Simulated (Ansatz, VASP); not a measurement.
## Zn in VASP and in Ansatz

File INCAR:

```
PREC = Accurate ; ENCUT = 520
EDIFF = 1E-6 ; ISMEAR = -1
SIGMA = 0.05 ; LREAL = F
LASPH = T ; NELM = 100
ALGO = Normal ; ISIF = 2
LWAVE = F ; LCHARG = T
GGA = PS ; LELF = T
LVHAR = T ; NBANDS = 12
```

Contents of KPOINTS:

```
regular mesh
0
Gamma
  17 17 17
```

The input POSCAR:

```
Zn
1.0
    2.2768310251      0.0000000000      0.0000000000
    0.0000000000      2.2768310251      0.0000000000
    0.0000000000      0.0000000000      2.2768310251
Zn
1
Direct
    0.0000000000      0.0000000000      0.0000000000
```

Input for Ansatz:

```yaml
crystal:
  lattice:
    - [2.2768310251, 0.0, 0.0]
    - [0.0, 2.2768310251, 0.0]
    - [0.0, 0.0, 2.2768310251]
  atoms:
    - { symbol: Zn, position: [0.0, 0.0, 0.0] }
kpoints:
  mp_grid: { grid: [17, 17, 17] }
scf:
  occupations: { method: fermi_dirac, width: 0.05 }
hamiltonian:
  xc: pbesol
  pseudopotentials: { kind: paw }
output:
  forces: true
  stress: true
  eigenvalues: true
  populations: true
```

Change from the starting cell: volume scaled by 0.7, PAW files.

Alike in both runs: task single point; functional PBEsol; k mesh 17 × 17 × 17; occupations fermi-dirac, width 0.05 eV; no spin polarisation.

```csv
,VASP,Ansatz
version,VASP 6.6.1,Ansatz 0.2.0
potentials or method,"VASP PAW PBE potentials, release 64 (Zn)","PAW with Ansatz's default frozen-core files, scalar-relativistic"
plane-wave cutoff (eV),520,420
valence electrons in the cell,12,12
```

```csv
,VASP,Ansatz,Ansatz less VASP
pressure (GPa),54.5,53.3,-1.23
```

VASP's potentials were made for PBE, not for PBEsol. Both programs put the cell under a high pressure, so it lies far from rest at this level.
